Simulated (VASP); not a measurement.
# Lu (P1) in VASP: single point with PBE

Aim: the single point of Lu with PBE.

Program: VASP 6.6.1. These are calculated values, not measurements. Logs are shortened: lines on timing, memory, paths and dates and some standing lists are left out, and cuts for length are marked.

**1. The cell of the first run**

The typed cell holds 4 atoms: a = 3.438 Å, b = 5.980 Å, c = 5.980 Å, α = 109.09°, β = 89.92°, γ = 89.99°.

This isn't the form of Lu at room conditions, which is hcp.

**2. Single point, PBE**

INCAR

```
SYSTEM = Lu
PREC = Accurate
ENCUT = 520
EDIFF = 1E-7
ISMEAR = 0
SIGMA = 0.2
LREAL = .False.
LASPH = .True.
NELM = 100
ALGO = Fast
ISIF = 2
LWAVE = .False.
LCHARG = .True.
GGA = PE
LELF = .True.
LVHAR = .True.
NBANDS = 58
```

KPOINTS

```
regular mesh
0
Gamma
  6 4 4
  0 0 0
```

POSCAR

```
Lu
1.0
   -0.0012359964      2.4330993292      2.4294585886
    4.8709074285      2.4528728258     -2.4523935342
   -4.8715201241      2.4555243768     -2.4504410596
Lu
4
Direct
   -0.0002777817     -0.0000148895      0.0000339833
    0.5000772072      0.4999757892      1.0000160597
    0.5000924857     -0.0000150693      0.5000024176
    0.0001080889      0.5000541696      0.4999475394
```

Potentials or basis: VASP PAW PBE potentials, release 64 (Lu).

Started as:

```
> cat potpaw_PBE.64/Lu/POTCAR > POTCAR
> mpirun -np 1 vasp_std > vasp.out
```

OUTCAR:

```text
SYSTEM = Lu
   PREC = Accurate
   ENCUT = 520
   EDIFF = 1E-7
   ISMEAR = 0
   LREAL = .False.
   LASPH = .True.
   NELM = 100
   ISIF = 2
   GGA = PE

 ion  position               nearest neighbor table
   1  1.000  1.000  0.000-   3 3.45   2 3.45   3 3.45   2 3.45   2 3.45   2 3.45   3 3.45   3 3.45
                             4 3.47   4 3.47
   2  0.500  0.500  0.000-   4 3.45   4 3.45   1 3.45   1 3.45   1 3.45   1 3.45   4 3.45   4 3.45
                             3 3.47   3 3.47
   3  0.500  1.000  0.500-   1 3.45   1 3.45   4 3.45   4 3.45   4 3.45   4 3.45   1 3.45   1 3.45
                             2 3.47   2 3.47
   4  0.000  0.500  0.500-   2 3.45   2 3.45   3 3.45   3 3.45   3 3.45   3 3.45   2 3.45   2 3.45
                             1 3.47   1 3.47

  LATTYP: Found a triclinic cell.
 ALAT       =     6.9375896771
 B/A-ratio  =     0.8619245385
 C/A-ratio  =     0.4956114477
 COS(alpha) =     0.0001981627
 COS(beta)  =     0.0013157239
 COS(gamma) =     0.5799837548

  Lattice vectors:

 A1 = (   0.0006126956,  -4.9083972026,   4.9028345938)
 A2 = (  -4.8709074285,  -2.4528728258,   2.4523935342)
 A3 = (   0.0012359964,  -2.4330993292,  -2.4294585886)

Analysis of symmetry for initial positions (statically):
=====================================================================
 Subroutine PRICEL returns:
 Original cell was already a primitive cell.

 Routine SETGRP: Setting up the symmetry group for a
 triclinic supercell.

 Subroutine GETGRP returns: Found  1 space group operations
 (whereof  1 operations were pure point group operations)
 out of a pool of  2 trial point group operations.

The static configuration has the point symmetry C_1 .

Analysis of symmetry for dynamics (positions and initial velocities):
=====================================================================
 Subroutine PRICEL returns:
 Original cell was already a primitive cell.

 Routine SETGRP: Setting up the symmetry group for a
 triclinic supercell.

 Subroutine GETGRP returns: Found  1 space group operations
 (whereof  1 operations were pure point group operations)
 out of a pool of  2 trial point group operations.

The dynamic configuration has the point symmetry C_1 .

 Subroutine INISYM returns: Found  1 space group operations
 (whereof  1 operations are pure point group operations),
 and found     1 'primitive' translations

----------------------------------------------------------------------------------------

                                     Primitive cell

  volume of cell :     116.1971

  direct lattice vectors                    reciprocal lattice vectors
    -0.001235996  2.433099329  2.429458589     0.000097178  0.205536598  0.205769781
     4.870907428  2.452872826 -2.452393534     0.102651112  0.101880214 -0.101980666
    -4.871520124  2.455524377 -2.450441060    -0.102636557  0.101815252 -0.102020047

  length of vectors
     3.438348864  5.979678781  5.980465673     0.290837593  0.176965774  0.176942642

  position of ions in fractional coordinates (direct lattice)
     0.999722218  0.999985110  0.000033983
     0.500077207  0.499975789  0.000016060
     0.500092486  0.999984931  0.500002418
     0.000108089  0.500054170  0.499947539

  ion indices of the primitive-cell ions
   primitive index   ion index
                 1           1
                 2           2
                 3           3
                 4           4

----------------------------------------------------------------------------------------

 KPOINTS: regular mesh

Automatic generation of k-mesh.
 Grid dimensions read from file:
 generate k-points for:    6    4    4

 Generating k-lattice:

  Cartesian coordinates                     Fractional coordinates (reciprocal lattice)
     0.000016196  0.034256100  0.034294964     0.166666667  0.000000000  0.000000000
     0.025662778  0.025470054 -0.025495166     0.000000000  0.250000000  0.000000000
    -0.025659139  0.025453813 -0.025505012    -0.000000000  0.000000000  0.250000000

  Length of vectors
     0.048472932  0.044241443  0.044235660

  Shift w.r.t. Gamma in fractional coordinates (k-lattice)
     0.000000000  0.000000000  0.000000000

 Subroutine IBZKPT returns following result:
 ===========================================

 Found     52 irreducible k-points:

 Following reciprocal coordinates:
            Coordinates               Weight
  0.000000  0.000000  0.000000      1.000000
  0.166667  0.000000 -0.000000      2.000000
  0.333333  0.000000  0.000000      2.000000
  0.500000  0.000000  0.000000      1.000000
  0.000000  0.250000  0.000000      2.000000
  0.166667  0.250000 -0.000000      2.000000
[... 16 lines left out ...]
  0.333333  0.250000  0.250000      2.000000
  0.500000  0.250000  0.250000      2.000000
 [... further k-points ...]
   k-points           NKPTS =     52   k-points in BZ     NKDIM =     52   number of bands    NBANDS=     58
   number of dos      NEDOS =    301   number of ions     NIONS =      4
   total plane-waves  NPLWV =  64512
   dimension x,y,z NGX =    28 NGY =   48 NGZ =   48
   dimension x,y,z NGXF=    56 NGYF=   96 NGZF=   96
   ions per type =               4
   NGX,Y,Z   is equivalent  to a cutoff of  13.54, 13.34, 13.34 a.u.
   NGXF,Y,Z  is equivalent  to a cutoff of  27.08, 26.69, 26.69 a.u.
 SYSTEM =  Lu
   PREC   = accura    normal or accurate (medium, high low for compatibility)
   ISTART =      0    job   : 0-new  1-cont  2-samecut
   ICHARG =      2    charge: 1-file 2-atom 10-const
   ISPIN  =      1    spin polarized calculation?
   LNONCOLLINEAR =      F non collinear calculations
   LSORBIT =      F    spin-orbit coupling
   LASPH  =      T    aspherical Exc in radial PAW
   ENCUT  =  520.0 eV  38.22 Ry    6.18 a.u.   6.39 11.12 11.12*2*pi/ulx,y,z
   NELM   =    100;   NELMIN=  2; NELMDL= -5     # of ELM steps
   EDIFF  = 0.1E-06   stopping-criterion for ELM
   LREAL  =      F    real-space projection
   EDIFFG = 0.1E-05   stopping-criterion for IOM
   NSW    =      0    number of steps for IOM
   IBRION =     -1    ionic relax: 0-MD 1-quasi-New 2-CG
   NFREE  =      0    steps in history (QN), initial steepest desc. (CG)
   ISIF   =      2    stress and relaxation
   ISYM   =      2    0-nonsym 1-usesym 2-fastsym
   POTIM  = 0.5000    time-step for ionic-motion
   TEBEG  =    0.0;   TEEND  =   0.0 temperature during run
   PSTRESS=    0.0 pullay stress
   NELECT =     100.0000    total number of electrons
   NUPDOWN=      -1.0000    fix difference up-down
   EMIN   =  10.00;   EMAX   =-10.00  energy-range for DOS
   EFERMI =   0.00;   METHOD = LEGACY
   ISMEAR =     0;   SIGMA  =   0.20  broadening in eV -4-tet -1-fermi 0-gaus
   EFERMI_NEDOS =   21; number of points for ismear=-14 and -15
   IALGO  =     68    algorithm
   IMIX   =      4    mixing-type and parameters
     AMIX     =   0.40;   BMIX     =  1.00
     AMIX_MAG =   1.60;   BMIX_MAG =  1.00
  volume/ion in A,a.u.               =      29.05       196.03
  Fermi-wavevector in a.u.,A,eV,Ry     =   1.557195  2.942672 32.992183  2.424857
  Thomas-Fermi vector in A             =   2.660881
   LORBIT       =      0    0 simple, 1 ext, 2 COOP (PROOUT), +10 PAW based schemes
   GGA     = PE    functional components
   LHFCALC =     F    Hartree Fock is set to
   AEXX    =    0.0000 exact exchange contribution
   IVDW    =     0    specifies the selected vdW correction
   LEPSILON=     F    determine dielectric tensor
   LRPA    =     F    only Hartree local field effects (RPA)
 non-spin polarized calculation
 RMM-DIIS sequential band-by-band and
 Gauss-broadening in eV      SIGMA  =   0.20
  energy-cutoff  :      520.00
  volume of cell :      116.20
 maximum number of plane-waves:      3156
 NGX is ok and might be reduce to    28
   NGX = 13   NGY = 23   NGZ = 23

 number of electron     100.0000000 magnetization

 number of electron      99.9999966 magnetization

 Free energy of the ion-electron system (eV)
  ---------------------------------------------------
  ext. energy  EPLUGINS =         0.00000000
  ---------------------------------------------------
  free energy    TOTEN  =       -18.00027040 eV

  energy without entropy =      -17.88048262  energy(sigma->0) =      -17.94037651

 E-fermi :   2.2950     XC(G=0): -10.6756

 val. band max:        2.2753885067   @ k =  -0.3333   0.2500   0.2500
 cond. band min:       2.2965606755   @ k =  -0.3333   0.5000   0.2500
 fundamental gap:      0.0211721688
 Fermi energy:         2.2950355076

 k-point     1 :       0.0000    0.0000    0.0000
  band No.  band energies     occupation
      1     -53.9366      2.00000
      2     -53.9075      2.00000
      3     -53.9073      2.00000
      4     -53.8968      2.00000
      5     -24.8535      2.00000
      6     -24.8533      2.00000
[... 50 lines left out ...]
     57       4.4799      0.00000
     58       4.5715      0.00000

 k-point     2 :       0.1667    0.0000   -0.0000
  band No.  band energies     occupation
      1     -53.9313      2.00000
      2     -53.9049      2.00000
      3     -53.9047      2.00000
      4     -53.8968      2.00000
      5     -24.8207      2.00000
      6     -24.8205      2.00000
[... 50 lines left out ...]
     57       4.7585      0.00000
     58       4.7720      0.00000

 k-point     3 :       0.3333    0.0000    0.0000
  band No.  band energies     occupation
      1     -53.9188      2.00000
      2     -53.8997      2.00000
      3     -53.8996      2.00000
      4     -53.8988      2.00000
      5     -24.7387      2.00000
      6     -24.7385      2.00000
[... 1216 lines left out ...]
      3     -53.9041      2.00000
      4     -53.8971      2.00000
      5     -24.7469      2.00000
      6     -24.7462      2.00000
[... 50 lines left out ...]
     57       5.3830      0.00000
     58       5.4014      0.00000

 k-point    24 :       0.5000    0.2500    0.2500
  band No.  band energies     occupation
      1     -53.9018      2.00000
      2     -53.9017      2.00000
      3     -53.9017      2.00000
      4     -53.9014      2.00000
      5     -24.7952      2.00000
      6     -24.7946      2.00000
[... 50 lines left out ...]
     57       5.2553      0.00000
     58       5.2631      0.00000

 [... further k-points ...]
[... 5 lines left out ...]
  --------------------------------------------------------------------------------------
  -------------------------------------------------------------------------------------
  Total       -0.2443221     -0.2599882     -0.2226898      0.0143850      0.0174633      0.0091604
  in kB       -3.3688224     -3.5848327     -3.0705464      0.1983462      0.2407917      0.1263073
  external PRESSURE =      -3.3414005 kB  Pullay stress =       0.0000000 kB

 VOLUME and BASIS-vectors are now :
 -----------------------------------------------------------------------------
  energy-cutoff  :      520.00
  volume of cell :      116.20
      direct lattice vectors                 reciprocal lattice vectors
    -0.001235996  2.433099329  2.429458589     0.000097178  0.205536598  0.205769781
     4.870907428  2.452872826 -2.452393534     0.102651112  0.101880214 -0.101980666
    -4.871520124  2.455524377 -2.450441060    -0.102636557  0.101815252 -0.102020047

 POSITION                                       TOTAL-FORCE (eV/Angst)
 -----------------------------------------------------------------------------------
      4.86943      4.88534     -0.02366         0.000478      0.001918      0.002694
      2.43464      2.44315     -0.01126         0.001324     -0.001821     -0.000785
      2.43444      4.89738     -2.46263         0.000646     -0.000521     -0.002231
      0.00021      2.45447     -2.45116        -0.002448      0.000425      0.000323
 -----------------------------------------------------------------------------------
    total drift:                                0.000042      0.000036      0.000048

  FREE ENERGIE OF THE ION-ELECTRON SYSTEM (eV)
  ---------------------------------------------------
  free  energy   TOTEN  =       -18.0002704049 eV

  energy  without entropy=      -17.8804826246  energy(sigma->0) =      -17.94037651
```

It took 32 min on 1 thread of Oxide Virtual Turin-like, shared host; peak memory 0.39 GiB.

What came out:

```
Free energy            : -18.0003 eV
Pressure               : -0.3 GPa
Largest force          : 0.003 eV/Å
Band gap on the k mesh : zero (bands 50 and 51 overlap by 0.90 eV)
```

Forces in eV/Å, atoms in the order of the input:
```
Lu   0.000  0.002  0.003
Lu   0.001 -0.002 -0.001
Lu   0.001 -0.001 -0.002
Lu  -0.002  0.000  0.000
```

Caveat: spin-orbit coupling is left out, which moves the levels of the heavy elements.

The gap in the log of VASP goes by the Fermi energy; the results here count the filled bands.